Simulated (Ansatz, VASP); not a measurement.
# Zr3PdSe4: VASP beside Ansatz

INCAR

```
SYSTEM = Zr3PdSe4
  ALGO = Normal
  EDIFF = 1E-6
  ENCUT = 500
  GGA = PE
  GGA_COMPAT = .False.
  ISIF = 2
  ISMEAR = 0
  ISPIN = 2
  LASPH = .True.
  LCHARG = .False.
  LMAXMIX = 4
  LORBIT = 11
  LREAL = .False.
  LWAVE = .False.
  MAGMOM = 0 0 0 0 0 0 1 1 0 0 0 0 0 0 0 0
  NBANDS = 88
  NELM = 200
  PREC = Accurate
  SIGMA = 0.1
```

File KPOINTS:

```
k-points
0
Gamma
  3 3 4
  0 0 0
```

POSCAR

```
Zr3PdSe4
1.0
    7.4014388723      0.0000000000      0.0000000000
   -3.7007194361      6.4098340880      0.0000000000
    0.0000000000      0.0000000000      6.9485846303
Zr Pd Se
6 2 8
Direct
    0.5000000000      0.5000000000      0.0000000000
    0.5000000000      0.5000000000      0.5000000000
    0.0000000000      0.5000000000      0.5000000000
    0.0000000000      0.5000000000      0.0000000000
    0.5000000000      0.0000000000      0.0000000000
    0.5000000000      0.0000000000      0.5000000000
    0.0000000000      0.0000000000      0.5000000000
    0.0000000000      0.0000000000      0.0000000000
    0.3333333333      0.6666666667      0.7500000000
    0.1678455463      0.8321544537      0.2500000000
    0.8321544537      0.1678455463      0.7500000000
    0.1678455463      0.3356910926      0.2500000000
    0.8321544537      0.6643089074      0.7500000000
    0.6643089074      0.8321544537      0.2500000000
    0.3356910926      0.1678455463      0.7500000000
    0.6666666667      0.3333333333      0.2500000000
```

Input for Ansatz:

```yaml
crystal:
  lattice:
    - [7.4014388723, 0.0, 0.0]
    - [-3.7007194361, 6.409834088, 0.0]
    - [0.0, 0.0, 6.9485846303]
  atoms:
    - { symbol: Zr, position: [0.5, 0.5, 0.0] }
    - { symbol: Zr, position: [0.5, 0.5, 0.5] }
    - { symbol: Zr, position: [0.0, 0.5, 0.5] }
    - { symbol: Zr, position: [0.0, 0.5, 0.0] }
    - { symbol: Zr, position: [0.5, 0.0, 0.0] }
    - { symbol: Zr, position: [0.5, 0.0, 0.5] }
    - { symbol: Pd, position: [0.0, 0.0, 0.5], spin: 1.0 }
    - { symbol: Pd, position: [0.0, 0.0, 0.0], spin: 1.0 }
    - { symbol: Se, position: [0.3333333333, 0.6666666667, 0.75] }
    - { symbol: Se, position: [0.1678455463, 0.8321544537, 0.25] }
    - { symbol: Se, position: [0.8321544537, 0.1678455463, 0.75] }
    - { symbol: Se, position: [0.1678455463, 0.3356910926, 0.25] }
    - { symbol: Se, position: [0.8321544537, 0.6643089074, 0.75] }
    - { symbol: Se, position: [0.6643089074, 0.8321544537, 0.25] }
    - { symbol: Se, position: [0.3356910926, 0.1678455463, 0.75] }
    - { symbol: Se, position: [0.6666666667, 0.3333333333, 0.25] }
basis:
  ecutwfc: 420
kpoints:
  mp_grid: { grid: [3, 3, 4] }
hamiltonian:
  xc: pbe
scf:
  occupations: { method: gaussian, width: 0.1 }
  lower_state_search: "off"
output:
  forces: true
  stress: true
  eigenvalues: true
  populations: true
magnetization:
  spin_polarized: true
```

Alike in both runs: task single point; functional PBE; k mesh 3 × 3 × 4; occupations gaussian, width 0.1 eV; collinear spin.

|  | VASP | Ansatz |
| --- | --- | --- |
| version | VASP 6.6.1 | Ansatz 0.2.0 |
| potentials or method | VASP PAW PBE potentials, release 64 (Zr_sv, Pd, Se), cutoff 500 eV | scalar-relativistic, plane waves, PAW |
| valence electrons in the cell | 140 | 236 |

|  | VASP | Ansatz | Ansatz less VASP |
| --- | --- | --- | --- |
| gap on the k mesh at the Fermi level (eV) | none | none | - |
| pressure (GPa) | -0.6 | -0.7 | -0.10 |
| traceless stress, the component that is largest in VASP (GPa) | 0.89 | 0.85 | -0.036 |
| rms of the force components (eV/Å) | 0.017 | 0.020 | +0.0032 |
| net moment per atom (μB) | 0.00 | 0.00 | -0.001 |

Atom by atom the forces differ by 0.003 eV/Å (rms over components). A gap of «none» marks a metal or a gap that the smearing closes. VASP's potentials hold 140 valence electrons a cell and Ansatz's 236, so a difference there can come from the potentials and not from the codes. Ansatz's warnings: seeded moment not kept.
